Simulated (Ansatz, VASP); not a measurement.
# MoS2: VASP beside Ansatz

```
Mo S
1.0
     3.14948    0.00000    0.00000
    -1.57474    2.72753    0.00000
     0.00000    0.00000    6.64503
Mo S
1 2
Cartesian
  0.0000 0.0000 0.0000
  0.0000 1.8184 1.5668
  0.0000 1.8184 5.0782
```

Alike in both runs: functional PBE; dispersion D3(BJ); k mesh 12 × 12 × 4; occupations gaussian, width 0.02 eV; no spin polarisation.

Ansatz relaxed the structure, and its values are those at the end. VASP's run is a single point on that final structure, the one shown.

```csv
,VASP,Ansatz
version,VASP 6.6.1,Ansatz 0.2.0
potentials or method,"VASP PAW PBE potentials, release 64 (Mo_sv, S), cutoff 500 eV","scalar-relativistic, plane waves, PAW"
valence electrons in the cell,26,26
```

```csv
,VASP,Ansatz,Ansatz less VASP
gap on the k mesh at the Fermi level (eV),1.22,1.21,-0.010
least direct gap on the mesh (eV),1.76,1.76,-0.004
pressure (GPa),-0.1,0.0,+0.14
rms of the force components (eV/Å),0.007,0.001,-0.0062
```
